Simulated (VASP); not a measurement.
# C (I4_1/amd) in VASP: notebook

The runs below take C through single point, with r2SCAN.

Everything below comes from runs of VASP 6.6.1. Logs are shortened: lines on timing, memory, paths and dates and some standing lists are left out, and cuts for length are marked.

### 1 The cell of the first run

It takes space group I4_1/amd (No. 141, tetragonal). Conventional cell: a = 2.518 Å, b = 2.518 Å, c = 3.667 Å, α = 90.00°, β = 90.00°, γ = 90.00°. Within 2.1 Å of C (site symmetry -4m2) lie 4 C at 1.56 Å.

### 2 Single point, r2SCAN (strain +0.0300 x Voigt [0, 0, 1, 0, 0, 0])

POSCAR

```
C
1.0
    0.0000000000      1.7801417077      1.8335459589
    1.7801417077      0.0000000000      1.8335459589
    1.7801417077      1.7801417077      0.0000000000
C
2
Direct
    0.5000000000      0.5000000000      0.5000000000
    0.7500000000      0.7500000000      0.7500000000
```

INCAR.step1

```
PREC = Accurate
ENCUT = 910
ISMEAR = 0
SIGMA = 0.05
LREAL = F
LASPH = T
NELM = 120
NBANDS = 11
GGA = PE
ALGO = Normal
EDIFF = 1E-5
LWAVE = T
LCHARG = F
GGA_COMPAT = F
```

INCAR.step2

```
PREC = Accurate
ENCUT = 910
EDIFF = 1E-6
ISMEAR = 0
SIGMA = 0.05
LREAL = F
LASPH = T
NELM = 120
ALGO = Normal
ISIF = 2
LWAVE = F
LCHARG = F
METAGGA = R2SCAN
LMIXTAU = T
NBANDS = 11
ISTART = 1
GGA_COMPAT = F
```

KPOINTS

```
Automatic mesh
0
Gamma
  12 12 12
```

Potentials or basis: VASP PAW PBE potentials, release 64 (C_h).

Run with:

```bash
$ cat potpaw_PBE.64/C_h/POTCAR > POTCAR
$ cp INCAR.step1 INCAR
$ mpirun -np 1 vasp_std > vasp.out
$ cp INCAR.step2 INCAR
$ mpirun -np 1 vasp_std > vasp.out
```

OUTCAR:

```text
PREC = Accurate
   ENCUT = 910
   EDIFF = 1E-6
   ISMEAR = 0
   LREAL = F
   LASPH = T
   NELM = 120
   ISIF = 2
   METAGGA = R2SCAN
   ISTART = 1

 ion  position               nearest neighbor table
   1  0.500  0.500  0.500-
   2  0.750  0.750  0.750-

  LATTYP: Found a body centered tetragonal cell.
 ALAT       =     2.5175005460
 C/A-ratio  =     1.4566399692

  Lattice vectors:

 A1 = (  -1.7801417077,   0.0000000000,   1.8335459589)
 A2 = (   1.7801417077,   0.0000000000,   1.8335459589)
 A3 = (   0.0000000000,   1.7801417077,  -1.8335459589)

Analysis of symmetry for initial positions (statically):
=====================================================================
 Subroutine PRICEL returns:
 Original cell was already a primitive cell.

 Routine SETGRP: Setting up the symmetry group for a
 body centered tetragonal supercell.

 Subroutine GETGRP returns: Found 16 space group operations
 (whereof  8 operations were pure point group operations)
 out of a pool of 16 trial point group operations.

The static configuration has the point symmetry D_2d.
 The point group associated with its full space group is D_4h.

Analysis of symmetry for dynamics (positions and initial velocities):
=====================================================================
 Subroutine PRICEL returns:
 Original cell was already a primitive cell.

 Routine SETGRP: Setting up the symmetry group for a
 body centered tetragonal supercell.

 Subroutine GETGRP returns: Found 16 space group operations
 (whereof  8 operations were pure point group operations)
 out of a pool of 16 trial point group operations.

The dynamic configuration has the point symmetry D_2d.
 The point group associated with its full space group is D_4h.

 Subroutine INISYM returns: Found 16 space group operations
 (whereof  8 operations are pure point group operations),
 and found     1 'primitive' translations

----------------------------------------------------------------------------------------

                                     Primitive cell

  volume of cell :      11.6207

[... 84 lines left out ...]
   LSORBIT =      F    spin-orbit coupling
   LASPH  =      T    aspherical Exc in radial PAW
   ENCUT  =  910.0 eV  66.88 Ry    8.18 a.u.   6.29  6.29  6.19*2*pi/ulx,y,z
   NELM   =    120;   NELMIN=  2; NELMDL=  0     # of ELM steps
   EDIFF  = 0.1E-05   stopping-criterion for ELM
   LREAL  =      F    real-space projection
   EDIFFG = 0.1E-04   stopping-criterion for IOM
   NSW    =      0    number of steps for IOM
   IBRION =     -1    ionic relax: 0-MD 1-quasi-New 2-CG
   NFREE  =      0    steps in history (QN), initial steepest desc. (CG)
   ISIF   =      2    stress and relaxation
   ISYM   =      2    0-nonsym 1-usesym 2-fastsym
   POTIM  = 0.5000    time-step for ionic-motion
   TEBEG  =    0.0;   TEEND  =   0.0 temperature during run
   PSTRESS=    0.0 pullay stress
   NELECT =       8.0000    total number of electrons
   NUPDOWN=      -1.0000    fix difference up-down
   EMIN   =  10.00;   EMAX   =-10.00  energy-range for DOS
   EFERMI =   0.00;   METHOD = LEGACY
   ISMEAR =     0;   SIGMA  =   0.05  broadening in eV -4-tet -1-fermi 0-gaus
   EFERMI_NEDOS =   21; number of points for ismear=-14 and -15
   IALGO  =     38    algorithm
   IMIX   =      4    mixing-type and parameters
     AMIX     =   0.40;   BMIX     =  1.00
     AMIX_MAG =   1.60;   BMIX_MAG =  1.00
  volume/ion in A,a.u.               =       5.81        39.21
  Fermi-wavevector in a.u.,A,eV,Ry     =   1.445532  2.731660 28.430245  2.089564
  Thomas-Fermi vector in A             =   2.563704
   LORBIT       =      0    0 simple, 1 ext, 2 COOP (PROOUT), +10 PAW based schemes
   METAGGA = R2SCAN    functional components
   LHFCALC =     F    Hartree Fock is set to
   AEXX    =    0.0000 exact exchange contribution
   IVDW    =     0    specifies the selected vdW correction
   LEPSILON=     F    determine dielectric tensor
   LRPA    =     F    only Hartree local field effects (RPA)
 non-spin polarized calculation
 Gauss-broadening in eV      SIGMA  =   0.05
  energy-cutoff  :      910.00
  volume of cell :       11.62
 maximum number of plane-waves:       734
 NGX is ok and might be reduce to    28
   NGX = 13   NGY = 13   NGZ = 13

 number of electron       8.0000000 magnetization

 Free energy of the ion-electron system (eV)
  ---------------------------------------------------
  ext. energy  EPLUGINS =         0.00000000
  ---------------------------------------------------
  free energy    TOTEN  =       -19.68443238 eV

  energy without entropy =      -19.68443238  energy(sigma->0) =      -19.68443238

 E-fermi :  11.0440     XC(G=0): -14.1395

 val. band max:       10.6926604277   @ k =   0.0000   0.0000   0.0000
 cond. band min:      14.6218242141   @ k =   0.3333   0.0000   0.3333
 fundamental gap:      3.9291637864
 Fermi energy:        11.0440389468

 k-point     1 :       0.0000    0.0000    0.0000
  band No.  band energies     occupation
      1     -11.8049      2.00000
      2      10.2179      2.00000
      3      10.6927      2.00000
      4      10.6927      2.00000
      5      16.2232      0.00000
      6      16.2232      0.00000
      7      16.6141      0.00000
      8      23.7931      0.00000
      9      30.6148      0.00000
     10      36.7338      0.00000
     11      38.0769      0.00000
[... 309 lines left out ...]
 k-point    24 :      -0.4167    0.1667    0.0000
  band No.  band energies     occupation
      1      -5.5165      2.00000
      2      -2.4617      2.00000
      3       4.5291      2.00000
      4       7.1247      2.00000
      5      18.7752      0.00000
      6      21.2178      0.00000
      7      21.6410      0.00000
      8      26.7321      0.00000
      9      30.9844      0.00000
     10      35.5529      0.00000
     11      35.9817      0.00000

 [... further k-points ...]
[... 5 lines left out ...]
  --------------------------------------------------------------------------------------
  -------------------------------------------------------------------------------------
  Total       -0.2615839     -0.2615839     -2.3842916      0.0000000     -0.0000000      0.0000000
  in kB      -36.0653882    -36.0653882   -328.7297458      0.0000000     -0.0000000      0.0000000
  external PRESSURE =    -133.6201741 kB  Pullay stress =       0.0000000 kB

 VOLUME and BASIS-vectors are now :
 -----------------------------------------------------------------------------
  energy-cutoff  :      910.00
  volume of cell :       11.62
      direct lattice vectors                 reciprocal lattice vectors
     0.000000000  1.780141708  1.833545959    -0.280876516  0.280876516  0.272695646
     1.780141708  0.000000000  1.833545959     0.280876516 -0.280876516  0.272695646
     1.780141708  1.780141708  0.000000000     0.280876516  0.280876516 -0.272695646

 POSITION                                       TOTAL-FORCE (eV/Angst)
 -----------------------------------------------------------------------------------
      1.78014      1.78014      1.83355        -0.000000     -0.000000      0.000000
      2.67021      2.67021      2.75032         0.000000      0.000000      0.000000
 -----------------------------------------------------------------------------------
    total drift:                                0.000000      0.000000     -0.000000

  FREE ENERGIE OF THE ION-ELECTRON SYSTEM (eV)
  ---------------------------------------------------
  free  energy   TOTEN  =       -19.6844323770 eV

  energy  without entropy=      -19.6844323770  energy(sigma->0) =      -19.68443238
```

It took 2.4 min on 1 thread of AMD EPYC 9R45 (Zen 5), shared host; peak memory 0.15 GiB.

What came out:

```
Free energy            : -19.6844 eV
Pressure               : -13.4 GPa
Band gap on the k mesh : 3.93 eV, indirect (least direct gap 5.53 eV)
```

Caveat: the cell differs from its parent crystal (strain +0.0300 x Voigt [0, 0, 1, 0, 0, 0]); the cutoff is under 1.25 times the usual one of these potentials, so pressure, stress and relaxed cells hold a basis-set (Pulay) error; the PAW data sets were made with another functional, which shifts forces and pressure a little. A k mesh can miss the band edges.

### 3 Single point, r2SCAN (strain -0.0300 x Voigt [0, 0, 1, 0, 0, 0])

POSCAR

```
C
1.0
    0.0000000000      1.7801417077      1.7267374565
    1.7801417077      0.0000000000      1.7267374565
    1.7801417077      1.7801417077      0.0000000000
C
2
Direct
    0.5000000000      0.5000000000      0.5000000000
    0.7500000000      0.7500000000      0.7500000000
```

INCAR.step1

```
PREC = Accurate ; ENCUT = 910
ISMEAR = 0 ; SIGMA = 0.05
LREAL = F ; LASPH = T
NELM = 120 ; NBANDS = 11
GGA = PE ; ALGO = Normal
EDIFF = 1E-5 ; LWAVE = T
LCHARG = F ; GGA_COMPAT = F
```

INCAR.step2

```
PREC = Accurate ; ENCUT = 910
EDIFF = 1E-6 ; ISMEAR = 0
SIGMA = 0.05 ; LREAL = F
LASPH = T ; NELM = 120
ALGO = Normal ; ISIF = 2
LWAVE = F ; LCHARG = T
METAGGA = R2SCAN ; LMIXTAU = T
LELF = T ; LVHAR = T
NBANDS = 11 ; ISTART = 1
GGA_COMPAT = F
```

KPOINTS

```
regular mesh
0
Gamma
  12 12 12
```

Potentials or basis: VASP PAW PBE potentials, release 64 (C_h).

Run with:

```bash
$ cat potpaw_PBE.64/C_h/POTCAR > POTCAR
$ cp INCAR.step1 INCAR
$ mpirun -np 1 vasp_std > vasp.out
$ cp INCAR.step2 INCAR
$ mpirun -np 1 vasp_std > vasp.out
```

Run time: 62 s. Hardware: 1 thread of Intel Xeon Platinum 8488C (Sapphire Rapids), shared host; peak memory 0.16 GiB.

It converged, with:

- Free energy: -19.6841 eV
- Pressure: 13.6 GPa
- Band gap on the k mesh: 3.64 eV, indirect (least direct gap 5.40 eV)

Stress tensor (GPa, compression positive):
```
 3.55  0.00  0.00
 0.00  3.55  0.00
 0.00  0.00 33.85
```

Levels at points of the mesh, in eV from the valence-band top:
```tsv
k point	band 1	band 2	band 3	band 4	band 5	band 6	band 7	band 8	band 9
(0.00, 0.00, 0.00)	-23.49	-0.48	-0.48	0.00	5.40	5.81	5.81	14.39	20.60
(0.50, 0.00, 0.00)	-17.33	-14.75	-3.67	-3.09	8.47	8.60	9.76	16.78	23.41
(0.50, 0.50, 0.00)	-13.81	-13.81	-7.50	-7.50	4.28	4.28	18.28	18.28	25.32
(0.50, 0.00, 0.50)	-14.31	-14.31	-7.02	-7.02	5.05	5.05	18.07	18.07	24.82
```

Caveat: the cell differs from its parent crystal (strain -0.0300 x Voigt [0, 0, 1, 0, 0, 0]); the cutoff is under 1.25 times the usual one of these potentials, so pressure, stress and relaxed cells hold a basis-set (Pulay) error; the PAW data sets were made with another functional, which shifts forces and pressure a little.

### 4 Single point, r2SCAN (strain -0.0150 x Voigt [0, 0, 1, 0, 0, 0])

POSCAR

```
C
1.0
    0.0000000000      1.7801417077      1.7534395821
    1.7801417077      0.0000000000      1.7534395821
    1.7801417077      1.7801417077      0.0000000000
C
2
Direct
    0.5000000000      0.5000000000      0.5000000000
    0.7500000000      0.7500000000      0.7500000000
```

INCAR.step1

```
PREC     = Accurate       # precision mode
ENCUT    = 910            # plane-wave cutoff, eV
ISMEAR   = 0              # smearing method
SIGMA    = 0.05           # smearing width, eV
LREAL    = False          # projectors in reciprocal space
LASPH    = True           # aspherical terms in the spheres
NELM     = 120            # most SCF steps
NBANDS   = 11             # bands
GGA      = PE             # functional
ALGO     = Normal         # electronic algorithm
EDIFF    = 1E-5           # SCF threshold, eV
LWAVE    = True           # write WAVECAR
LCHARG   = False          # write CHGCAR
GGA_COMPAT= False
```

INCAR.step2

```
PREC     = Accurate       # precision mode
ENCUT    = 910            # plane-wave cutoff, eV
EDIFF    = 1E-6           # SCF threshold, eV
ISMEAR   = 0              # smearing method
SIGMA    = 0.05           # smearing width, eV
LREAL    = False          # projectors in reciprocal space
LASPH    = True           # aspherical terms in the spheres
NELM     = 120            # most SCF steps
ALGO     = Normal         # electronic algorithm
ISIF     = 2              # what is computed and relaxed
LWAVE    = False          # write WAVECAR
LCHARG   = True           # write CHGCAR
METAGGA  = R2SCAN         # meta-GGA
LMIXTAU  = True         
LELF     = True           # ELF
LVHAR    = True         
NBANDS   = 11             # bands
ISTART   = 1            
GGA_COMPAT= False
```

KPOINTS is that of step 3.

Run with:

```bash
$ cat potpaw_PBE.64/C_h/POTCAR > POTCAR
$ cp INCAR.step1 INCAR
$ mpirun -np 1 vasp_std > vasp.out
$ cp INCAR.step2 INCAR
$ mpirun -np 1 vasp_std > vasp.out
```

It took 3.6 min on 1 thread of AMD EPYC 7R43 (Zen 3), shared host; peak memory 0.14 GiB.

It converged, with:

```
Free energy            : -19.7110 eV
Pressure               : 6.1 GPa
Band gap on the k mesh : 4.02 eV, indirect (least direct gap 5.64 eV)
```

Stress tensor (GPa, compression positive):
```
 1.13  0.00  0.00
 0.00  1.13  0.00
 0.00  0.00 16.16
```

Levels at points of the mesh, in eV from the valence-band top:
```tsv
k point	band 1	band 2	band 3	band 4	band 5	band 6	band 7	band 8	band 9
(0.00, 0.00, 0.00)	-23.11	-0.24	-0.24	0.00	5.64	5.85	5.85	14.19	20.53
(0.50, 0.00, 0.00)	-17.05	-14.41	-3.32	-3.04	8.75	8.77	9.45	16.78	23.36
(0.50, 0.50, 0.00)	-13.71	-13.71	-7.09	-7.09	4.66	4.66	18.14	18.14	25.03
(0.50, 0.00, 0.50)	-13.96	-13.96	-6.85	-6.85	5.04	5.04	18.05	18.05	24.79
```

Caveat: the cell differs from its parent crystal (strain -0.0150 x Voigt [0, 0, 1, 0, 0, 0]); the cutoff is under 1.25 times the usual one of these potentials, so pressure, stress and relaxed cells hold a basis-set (Pulay) error; the PAW data sets were made with another functional, which shifts forces and pressure a little. A k mesh can miss the band edges.

### 5 Single point, r2SCAN (strain +0.0150 x Voigt [0, 0, 1, 0, 0, 0])

POSCAR

```
C
1.0
    0.0000000000      1.7801417077      1.8068438333
    1.7801417077      0.0000000000      1.8068438333
    1.7801417077      1.7801417077      0.0000000000
C
2
Direct
    0.5000000000      0.5000000000      0.5000000000
    0.7500000000      0.7500000000      0.7500000000
```

INCAR.step1

```
ALGO = Normal
EDIFF = 1E-5
ENCUT = 910
GGA = PE
GGA_COMPAT = False
ISMEAR = 0
LASPH = True
LCHARG = False
LREAL = False
LWAVE = True
NBANDS = 11
NELM = 120
PREC = Accurate
SIGMA = 0.05
```

INCAR.step2

```
ALGO = Normal
EDIFF = 1E-6
ENCUT = 910
GGA_COMPAT = False
ISIF = 2
ISMEAR = 0
ISTART = 1
LASPH = True
LCHARG = False
LMIXTAU = True
LREAL = False
LWAVE = False
METAGGA = R2SCAN
NBANDS = 11
NELM = 120
PREC = Accurate
SIGMA = 0.05
```

KPOINTS

```
k-points
0
Gamma
  12 12 12
```

Run with:

```bash
$ cat potpaw_PBE.64/C_h/POTCAR > POTCAR
$ cp INCAR.step1 INCAR
$ mpirun -np 1 vasp_std > vasp.out
$ cp INCAR.step2 INCAR
$ mpirun -np 1 vasp_std > vasp.out
```

Run time: 1.9 min. Hardware: 1 thread of Intel Xeon 6975P-C (Granite Rapids), shared host; peak memory 0.17 GiB.

It converged, with:

```yaml
Free_energy: -19.7104 eV
Pressure: -7.3 GPa
Band_gap_on_the_k_mesh: 4.15 eV, indirect (least direct gap 5.71 eV)
```

Stress tensor (GPa, compression positive):
```
 -2.41   0.00   0.00
  0.00  -2.41   0.00
  0.00   0.00 -17.18
```

Levels at points of the mesh, in eV from the valence-band top:
| k point | band 1 | band 2 | band 3 | band 4 | band 5 | band 6 | band 7 | band 8 |
| --- | --- | --- | --- | --- | --- | --- | --- | --- |
| (0.00, 0.00, 0.00) | -22.62 | -0.24 | 0.00 | 0.00 | 5.71 | 5.71 | 5.91 | 13.54 |
| (0.50, 0.00, 0.00) | -16.73 | -13.99 | -3.16 | -2.88 | 8.53 | 8.86 | 9.14 | 16.56 |
| (0.50, 0.50, 0.00) | -13.73 | -13.73 | -6.51 | -6.51 | 5.17 | 5.17 | 17.63 | 17.63 |
| (0.50, 0.00, 0.50) | -13.50 | -13.50 | -6.73 | -6.73 | 4.81 | 4.81 | 17.70 | 17.70 |

Caveat: the cell differs from its parent crystal (strain +0.0150 x Voigt [0, 0, 1, 0, 0, 0]); the cutoff is under 1.25 times the usual one of these potentials, so pressure, stress and relaxed cells hold a basis-set (Pulay) error; the PAW data sets were made with another functional, which shifts forces and pressure a little.

### 6 Summary

| cell | gap on the mesh (eV) | pressure (GPa) |
| --- | --- | --- |
| a = 2.556, b = 2.556, c = 2.518 Å, angles 60.5, 60.5, 59.0°, 2 atoms | 3.93 | -13.4 |
| a = 2.480, b = 2.480, c = 2.518 Å, angles 59.5, 59.5, 61.0°, 2 atoms | 3.64 | 13.6 |
| a = 2.499, b = 2.499, c = 2.518 Å, angles 59.8, 59.8, 60.5°, 2 atoms | 4.02 | 6.1 |
| a = 2.536, b = 2.536, c = 2.518 Å, angles 60.2, 60.2, 59.5°, 2 atoms | 4.15 | -7.3 |

Alike in all rows: task single point; level r2SCAN; potentials or basis VASP PAW PBE potentials, release 64 (C_h); no spin polarisation; k mesh 12 × 12 × 12; cutoff (eV) 910; smearing gaussian 0.05 eV.

Caveats: the cutoff is under 1.25 times the usual one of these potentials, so pressure, stress and relaxed cells hold a basis-set (Pulay) error; the PAW data sets were made with another functional, which shifts forces and pressure a little.

Total energies depend on the potentials used, so only differences within one code and one set of settings carry meaning.
